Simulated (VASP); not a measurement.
# Si3Sn (P4/mmm) in VASP: notebook

Runs on Si3Sn. Level: PBE. Tasks: single point, relaxation of cell and atoms.

All numbers are computed with VASP 6.6.1; they aren't measurements. Logs are shortened: lines on timing, memory, paths and dates and some standing lists are left out, and cuts for length are marked.

### Step 1. The cell of the first run

The structure is tetragonal, space group P4/mmm (No. 123). The conventional cell has a = 3.286 Å, b = 3.286 Å, c = 6.788 Å, α = 90.00°, β = 90.00°, γ = 90.00°. Si (site symmetry 4/mmm) has 12 Si at 2.64 to 3.29 Å and 2 Sn at 3.39 Å within 3.5 Å. Si (site symmetry 4mm) has 9 Si at 2.51 to 3.29 Å and 4 Sn at 3.16 Å within 3.3 Å. Sn (site symmetry 4/mmm) has 10 Si at 3.16 to 3.39 Å and 4 Sn at 3.29 Å within 4.2 Å.

### Step 2. Single point, PBE

The input, INCAR:

```
SYSTEM = Si3Sn
  PREC = Accurate
  ENCUT = 520
  EDIFF = 1E-7
  ISMEAR = 0
  SIGMA = 0.1
  LREAL = .FALSE.
  LASPH = .TRUE.
  NELM = 100
  ALGO = Normal
  ISIF = 2
  LWAVE = .FALSE.
  LCHARG = .FALSE.
  GGA = PE
  NBANDS = 21
```

The input, KPOINTS:

```
regular mesh
0
G
  16 16 6
  0 0 0
```

The input, POSCAR:

```
Si3Sn
1.0
    3.2864441781      0.0000000000      0.0000000000
    0.0000000000      3.2864441781      0.0000000000
    0.0000000000      0.0000000000      6.7875316212
Si Sn
3 1
Direct
    0.0000000000      0.0000000000      0.0000000000
    0.5000000000      0.5000000000      0.1846272640
    0.5000000000      0.5000000000      0.8153727360
    0.0000000000      0.0000000000      0.5000000000
```

Potentials or basis: VASP PAW PBE potentials, release 64 (Si, Sn_d).

Launch:

```sh
cat potpaw_PBE.64/Si/POTCAR potpaw_PBE.64/Sn_d/POTCAR > POTCAR
mpirun -np 1 vasp_std > vasp.out
```

OUTCAR:

```text
SYSTEM = Si3Sn
   PREC = Accurate
   ENCUT = 520
   EDIFF = 1E-7
   ISMEAR = 0
   LREAL = .FALSE.
   LASPH = .TRUE.
   NELM = 100
   ISIF = 2
   GGA = PE

 ion  position               nearest neighbor table
   1  0.000  0.000  0.000-   2 2.64   3 2.64   2 2.64   3 2.64   2 2.64   3 2.64   2 2.64   3 2.64
                             4 3.39   4 3.39
   2  0.500  0.500  0.185-   3 2.51   1 2.64   1 2.64   1 2.64   1 2.64   4 3.16   4 3.16   4 3.16
                             4 3.16
   3  0.500  0.500  0.815-   2 2.51   1 2.64   1 2.64   1 2.64   1 2.64   4 3.16   4 3.16   4 3.16
                             4 3.16
   4  0.000  0.000  0.500-   2 3.16   3 3.16   2 3.16   3 3.16   2 3.16   3 3.16   2 3.16   3 3.16
                             1 3.39   1 3.39

  LATTYP: Found a simple tetragonal cell.
 ALAT       =     3.2864441781
 C/A-ratio  =     2.0653117027

  Lattice vectors:

 A1 = (   3.2864441781,   0.0000000000,   0.0000000000)
 A2 = (   0.0000000000,   3.2864441781,   0.0000000000)
 A3 = (   0.0000000000,   0.0000000000,   6.7875316212)

Analysis of symmetry for initial positions (statically):
=====================================================================
 Subroutine PRICEL returns:
 Original cell was already a primitive cell.

 Routine SETGRP: Setting up the symmetry group for a
 simple tetragonal supercell.

 Subroutine GETGRP returns: Found 16 space group operations
 (whereof 16 operations were pure point group operations)
 out of a pool of 16 trial point group operations.

The static configuration has the point symmetry D_4h.

Analysis of symmetry for dynamics (positions and initial velocities):
=====================================================================
 Subroutine PRICEL returns:
 Original cell was already a primitive cell.

 Routine SETGRP: Setting up the symmetry group for a
 simple tetragonal supercell.

 Subroutine GETGRP returns: Found 16 space group operations
 (whereof 16 operations were pure point group operations)
 out of a pool of 16 trial point group operations.

The dynamic configuration has the point symmetry D_4h.

 Subroutine INISYM returns: Found 16 space group operations
 (whereof 16 operations are pure point group operations),
 and found     1 'primitive' translations

----------------------------------------------------------------------------------------

                                     Primitive cell

  volume of cell :      73.3102

  direct lattice vectors                    reciprocal lattice vectors
     3.286444178  0.000000000  0.000000000     0.304280233  0.000000000  0.000000000
     0.000000000  3.286444178  0.000000000     0.000000000  0.304280233  0.000000000
     0.000000000  0.000000000  6.787531621     0.000000000  0.000000000  0.147328964

  length of vectors
     3.286444178  3.286444178  6.787531621     0.304280233  0.304280233  0.147328964

  position of ions in fractional coordinates (direct lattice)
     0.000000000  0.000000000  0.000000000
     0.500000000  0.500000000  0.184627264
     0.500000000  0.500000000  0.815372736
     0.000000000  0.000000000  0.500000000

  ion indices of the primitive-cell ions
   primitive index   ion index
                 1           1
                 2           2
                 3           3
                 4           4

----------------------------------------------------------------------------------------

 KPOINTS: regular mesh

Automatic generation of k-mesh.
 Grid dimensions read from file:
 generate k-points for:   16   16    6

 Generating k-lattice:

  Cartesian coordinates                     Fractional coordinates (reciprocal lattice)
     0.019017515  0.000000000  0.000000000     0.062500000  0.000000000  0.000000000
     0.000000000  0.019017515  0.000000000     0.000000000  0.062500000  0.000000000
     0.000000000  0.000000000  0.024554827     0.000000000  0.000000000  0.166666667

  Length of vectors
     0.019017515  0.019017515  0.024554827

  Shift w.r.t. Gamma in fractional coordinates (k-lattice)
     0.000000000  0.000000000  0.000000000

 Subroutine IBZKPT returns following result:
 ===========================================

 Found    180 irreducible k-points:

 Following reciprocal coordinates:
            Coordinates               Weight
  0.000000  0.000000  0.000000      1.000000
  0.062500  0.000000  0.000000      4.000000
  0.125000  0.000000  0.000000      4.000000
  0.187500  0.000000  0.000000      4.000000
  0.250000  0.000000  0.000000      4.000000
  0.312500  0.000000  0.000000      4.000000
[... 16 lines left out ...]
  0.437500  0.125000  0.000000      8.000000
  0.500000  0.125000  0.000000      4.000000
 [... further k-points ...]
   k-points           NKPTS =    180   k-points in BZ     NKDIM =    180   number of bands    NBANDS=     21
   number of dos      NEDOS =    301   number of ions     NIONS =      4
   total plane-waves  NPLWV =  28800
   dimension x,y,z NGX =    24 NGY =   24 NGZ =   50
   dimension x,y,z NGXF=    48 NGYF=   48 NGZF=  100
   ions per type =               3   1
   NGX,Y,Z   is equivalent  to a cutoff of  12.14, 12.14, 12.25 a.u.
   NGXF,Y,Z  is equivalent  to a cutoff of  24.28, 24.28, 24.49 a.u.
 SYSTEM =  Si3Sn
   PREC   = accura    normal or accurate (medium, high low for compatibility)
   ISTART =      0    job   : 0-new  1-cont  2-samecut
   ICHARG =      2    charge: 1-file 2-atom 10-const
   ISPIN  =      1    spin polarized calculation?
   LNONCOLLINEAR =      F non collinear calculations
   LSORBIT =      F    spin-orbit coupling
   LASPH  =      T    aspherical Exc in radial PAW
   ENCUT  =  520.0 eV  38.22 Ry    6.18 a.u.   6.11  6.11 12.62*2*pi/ulx,y,z
   NELM   =    100;   NELMIN=  2; NELMDL= -5     # of ELM steps
   EDIFF  = 0.1E-06   stopping-criterion for ELM
   LREAL  =      F    real-space projection
   EDIFFG = 0.1E-05   stopping-criterion for IOM
   NSW    =      0    number of steps for IOM
   IBRION =     -1    ionic relax: 0-MD 1-quasi-New 2-CG
   NFREE  =      0    steps in history (QN), initial steepest desc. (CG)
   ISIF   =      2    stress and relaxation
   ISYM   =      2    0-nonsym 1-usesym 2-fastsym
   POTIM  = 0.5000    time-step for ionic-motion
   TEBEG  =    0.0;   TEEND  =   0.0 temperature during run
   PSTRESS=    0.0 pullay stress
   NELECT =      26.0000    total number of electrons
   NUPDOWN=      -1.0000    fix difference up-down
   EMIN   =  10.00;   EMAX   =-10.00  energy-range for DOS
   EFERMI =   0.00;   METHOD = LEGACY
   ISMEAR =     0;   SIGMA  =   0.10  broadening in eV -4-tet -1-fermi 0-gaus
   EFERMI_NEDOS =   21; number of points for ismear=-14 and -15
   IALGO  =     38    algorithm
   IMIX   =      4    mixing-type and parameters
     AMIX     =   0.40;   BMIX     =  1.00
     AMIX_MAG =   1.60;   BMIX_MAG =  1.00
  volume/ion in A,a.u.               =      18.33       123.68
  Fermi-wavevector in a.u.,A,eV,Ry     =   1.158807  2.189828 18.270365  1.342834
  Thomas-Fermi vector in A             =   2.295406
   LORBIT       =      0    0 simple, 1 ext, 2 COOP (PROOUT), +10 PAW based schemes
   GGA     = PE    functional components
   LHFCALC =     F    Hartree Fock is set to
   AEXX    =    0.0000 exact exchange contribution
   IVDW    =     0    specifies the selected vdW correction
   LEPSILON=     F    determine dielectric tensor
   LRPA    =     F    only Hartree local field effects (RPA)
 non-spin polarized calculation
 Gauss-broadening in eV      SIGMA  =   0.10
  energy-cutoff  :      520.00
  volume of cell :       73.31
 maximum number of plane-waves:      2004
   NGX = 13   NGY = 13   NGZ = 25

 number of electron      25.9999991 magnetization

 Free energy of the ion-electron system (eV)
  ---------------------------------------------------
  ext. energy  EPLUGINS =         0.00000000
  ---------------------------------------------------
  free energy    TOTEN  =       -18.40301525 eV

  energy without entropy =      -18.39483840  energy(sigma->0) =      -18.39892683

 E-fermi :   8.8307     XC(G=0): -10.7300

 val. band max:        8.8289919607   @ k =   0.4375   0.3125   0.3333
 cond. band min:       8.8500102553   @ k =   0.3125   0.0000   0.5000
 fundamental gap:      0.0210182946
 Fermi energy:         8.8306718597

 k-point     1 :       0.0000    0.0000    0.0000
  band No.  band energies     occupation
      1     -12.8742      2.00000
      2     -12.8041      2.00000
      3     -12.7168      2.00000
      4     -12.7168      2.00000
      5     -12.6687      2.00000
      6      -4.5411      2.00000
[... 13 lines left out ...]
     20      14.9602      0.00000
     21      14.9973      0.00000

 k-point     2 :       0.0625    0.0000    0.0000
  band No.  band energies     occupation
      1     -12.8694      2.00000
      2     -12.8019      2.00000
      3     -12.7195      2.00000
      4     -12.7166      2.00000
      5     -12.6708      2.00000
      6      -4.4886      2.00000
[... 13 lines left out ...]
     20      15.3320      0.00000
     21      15.3651      0.00000

 k-point     3 :       0.1250    0.0000    0.0000
  band No.  band energies     occupation
      1     -12.8570      2.00000
      2     -12.7941      2.00000
      3     -12.7273      2.00000
      4     -12.7159      2.00000
      5     -12.6768      2.00000
      6      -4.3312      2.00000
[... 13 lines left out ...]
     20      15.6747      0.00000
     21      16.3943      0.00000
[... 457 lines left out ...]
 k-point    23 :       0.4375    0.1250    0.0000
  band No.  band energies     occupation
      1     -12.7974      2.00000
      2     -12.7831      2.00000
      3     -12.7323      2.00000
      4     -12.7204      2.00000
      5     -12.6737      2.00000
      6      -1.8164      2.00000
[... 13 lines left out ...]
     20      13.8107      0.00000
     21      14.6067      0.00000

 k-point    24 :       0.5000    0.1250    0.0000
  band No.  band energies     occupation
      1     -12.7969      2.00000
      2     -12.7858      2.00000
      3     -12.7345      2.00000
      4     -12.7201      2.00000
      5     -12.6671      2.00000
      6      -1.2939      2.00000
[... 13 lines left out ...]
     20      13.9496      0.00000
     21      14.6855      0.00000

 [... further k-points ...]
[... 5 lines left out ...]
  --------------------------------------------------------------------------------------
  -------------------------------------------------------------------------------------
  Total        0.0024270      0.0024270     -0.0380553      0.0000000      0.0000000      0.0000000
  in kB        0.0530417      0.0530417     -0.8316893      0.0000000      0.0000000      0.0000000
  external PRESSURE =      -0.2418686 kB  Pullay stress =       0.0000000 kB

 VOLUME and BASIS-vectors are now :
 -----------------------------------------------------------------------------
  energy-cutoff  :      520.00
  volume of cell :       73.31
      direct lattice vectors                 reciprocal lattice vectors
     3.286444178  0.000000000  0.000000000     0.304280233  0.000000000  0.000000000
     0.000000000  3.286444178  0.000000000     0.000000000  0.304280233  0.000000000
     0.000000000  0.000000000  6.787531621     0.000000000  0.000000000  0.147328964

 POSITION                                       TOTAL-FORCE (eV/Angst)
 -----------------------------------------------------------------------------------
      0.00000      0.00000      0.00000         0.000000      0.000000      0.000000
      1.64322      1.64322      1.25316         0.000000      0.000000     -0.006313
      1.64322      1.64322      5.53437         0.000000     -0.000000      0.006313
      0.00000      0.00000      3.39377         0.000000      0.000000      0.000000
 -----------------------------------------------------------------------------------
    total drift:                                0.000000     -0.000000      0.000000

  FREE ENERGIE OF THE ION-ELECTRON SYSTEM (eV)
  ---------------------------------------------------
  free  energy   TOTEN  =       -18.4030152542 eV

  energy  without entropy=      -18.3948383991  energy(sigma->0) =      -18.39892683
```

Run time: 2.5 min. Hardware: 1 thread of Intel Xeon Platinum 8259CL at 2.50GHz (Skylake/Cascade Lake), shared host; peak memory 0.36 GiB.

Results:

| Item | Value |
| --- | --- |
| Free energy | -18.4030 eV |
| Pressure | 0.0 GPa |
| Largest force | 0.006 eV/Å |
| Band gap on the k mesh | zero (band 13 reaches 10.99 eV, above the bottom of band 14 at 6.70 eV) |

Forces in eV/Å, atoms in the order of the input:
```
Si   0.000  0.000  0.000
Si   0.000  0.000 -0.006
Si   0.000  0.000  0.006
Sn   0.000  0.000  0.000
```

Stress tensor (GPa, compression positive):
```
 0.01  0.00  0.00
 0.00  0.01  0.00
 0.00  0.00 -0.08
```

Levels at points of the mesh, in eV from the Fermi level:
| k point | band 9 | band 10 | band 11 | band 12 | band 13 | band 14 | band 15 | band 16 | band 17 | band 18 |
| --- | --- | --- | --- | --- | --- | --- | --- | --- | --- | --- |
| (0.00, 0.00, 0.00) | -1.27 | -1.27 | -0.65 | -0.41 | 0.39 | 2.39 | 2.80 | 2.80 | 3.75 | 3.75 |
| (0.50, 0.00, 0.00) | -6.32 | -5.36 | -5.29 | 1.55 | 2.07 | 2.57 | 2.72 | 3.17 | 3.78 | 3.83 |
| (0.50, 0.50, 0.00) | -6.16 | -4.07 | -3.82 | -2.03 | -2.01 | -2.01 | -1.99 | -1.99 | -1.74 | 5.10 |
| (0.00, 0.00, 0.50) | -5.21 | -1.16 | -1.16 | -0.02 | 1.71 | 1.71 | 2.32 | 2.46 | 5.37 | 5.87 |
| (0.50, 0.00, 0.50) | -7.48 | -2.62 | -2.25 | -1.85 | -1.26 | 1.57 | 2.17 | 3.90 | 4.35 | 4.63 |
| (0.50, 0.50, 0.50) | -5.98 | -4.91 | -4.52 | -3.67 | -3.67 | -0.53 | 0.45 | 1.01 | 1.01 | 1.91 |

Caveat: spin-orbit coupling is left out, which moves the levels of the heavy elements.

### Step 3. Relaxation of cell and atoms, PBE

This run uses another cell than the first one, of 18.70 Å³/atom, 1.020 times its volume.

The input, INCAR:

```
ALGO     = Normal         # electronic algorithm
EDIFF    = 1E-6           # SCF threshold, eV
EDIFFG   = -0.01          # ionic threshold
ENCUT    = 600            # plane-wave cutoff, eV
GGA      = PE             # functional
IBRION   = 2              # ionic algorithm
ISIF     = 3              # what is computed and relaxed
ISMEAR   = 0              # smearing method
LASPH    = True           # aspherical terms in the spheres
LCHARG   = False          # write CHGCAR
LREAL    = False          # projectors in reciprocal space
LWAVE    = False          # write WAVECAR
NELM     = 100            # most SCF steps
NSW      = 100            # ionic steps
PREC     = Accurate       # precision mode
SIGMA    = 0.1            # smearing width, eV
```

The input, KPOINTS:

```
k-points
0
Gamma
  16 16 6
```

The input, POSCAR:

```
Si3Sn
1.0
    3.0465780554      0.0000000000      0.0000000000
    0.0000000000      3.0465780554      0.0000000000
    0.0000000000      0.0000000000      8.0578000293
Si Sn
3 1
Direct
    0.0000000000      0.0000000000      0.0000000000
    0.5000000000      0.5000000000      0.1846973619
    0.5000000000      0.5000000000      0.8153026381
    0.0000000000      0.0000000000      0.5000000000
```

Potentials or basis: VASP PAW PBE potentials, release 64 (Si, Sn_d).

Launch:

```sh
cat potpaw_PBE.64/Si/POTCAR potpaw_PBE.64/Sn_d/POTCAR > POTCAR
mpirun -np 1 vasp_std > vasp.out
```

Run time: 26 min. Hardware: 1 thread of Intel Xeon Platinum 8259CL at 2.50GHz (Skylake/Cascade Lake), shared host; peak memory 0.41 GiB.

It converged, with:

```yaml
Free_energy: -18.4024 eV
Relaxed_volume: 18.32 Å³/atom
Relaxed_cell: a = 3.286 Å, b = 3.286 Å, c = 6.786 Å, α = 90.00°, β = 90.00°, γ = 90.00°
Space_group_after_relaxing_to_0.05_Å: P4/mmm (No. 123)
Energy_gained_by_relaxing: 66.4 meV/atom
Ionic_steps: 19
Pressure_after_relaxing: 0.0 GPa
Largest_force_after_relaxing: 0.004 eV/Å
```

Forces in eV/Å, atoms in the order of the input:
```
Si   0.000  0.000  0.000
Si   0.000  0.000 -0.004
Si   0.000  0.000  0.004
Sn   0.000  0.000  0.000
```

Step by step:
| step | energy change (eV) | largest force (eV/Å) | pressure (GPa) | volume (Å³) |
| --- | --- | --- | --- | --- |
| 1 | 0.0000 | 0.0805 | -0.12 | 74.79 |
| 2 | -0.0208 | 0.0849 | -0.08 | 74.63 |
| 3 | -0.1021 | 0.0592 | -0.05 | 74.04 |
| 4 | -0.2372 | 0.1540 | 1.52 | 72.35 |
| 5 | 1.2093 | 6.8736 | 18.58 | 66.73 |
| 6 | -0.2458 | 0.1311 | 1.54 | 72.18 |
| 7 | -0.2035 | 0.7033 | 3.53 | 71.04 |
| 8 | -0.2457 | 0.3822 | 2.15 | 71.76 |
| 9 | -0.2489 | 0.2624 | 1.87 | 71.94 |
| 10 | -0.2589 | 0.2918 | 0.31 | 73.44 |
| 11 | -0.2592 | 0.2867 | 0.55 | 73.20 |
| 12 | -0.2642 | 0.0864 | -0.12 | 73.62 |
| 13 | -0.2644 | 0.0543 | -0.24 | 73.70 |
| 14 | -0.2649 | 0.0410 | -0.07 | 73.50 |
| 15 | -0.2651 | 0.0284 | 0.08 | 73.31 |
| 16 | -0.2652 | 0.0225 | 0.15 | 73.22 |
| 17 | -0.2654 | 0.0002 | 0.04 | 73.28 |
| 18 | -0.2655 | 0.0166 | -0.05 | 73.33 |
| 19 | -0.2655 | 0.0044 | 0.01 | 73.28 |

Final structure:
```
Si Sn
1.0
     3.28618    0.00000    0.00000
     0.00000    3.28618    0.00000
     0.00000    0.00000    6.78615
Si Sn
3 1
Direct
  0.00000 0.00000 0.00000
  0.50000 0.50000 0.18463
  0.50000 0.50000 0.81537
  0.00000 0.00000 0.50000
```

Levels at points of the mesh, in eV from the Fermi level:
```csv
k point,band 11,band 12,band 13,band 14,band 15,band 16
"(0.00, 0.00, 0.00)",-0.65,-0.40,0.39,2.39,2.80,2.80
"(0.50, 0.00, 0.00)",-5.29,1.54,2.07,2.58,2.72,3.78
"(0.50, 0.50, 0.00)",-3.82,-2.03,-2.01,-2.01,-1.99,-1.99
"(0.00, 0.00, 0.50)",-1.16,-0.02,1.71,1.71,2.32,2.46
"(0.50, 0.00, 0.50)",-2.25,-1.85,-1.26,1.57,2.17,3.90
"(0.50, 0.50, 0.50)",-4.52,-3.67,-3.67,-0.53,0.46,1.01
```

Caveat: the bands computed are all filled at some k points, so no gap is given; spin-orbit coupling is left out, which moves the levels of the heavy elements.
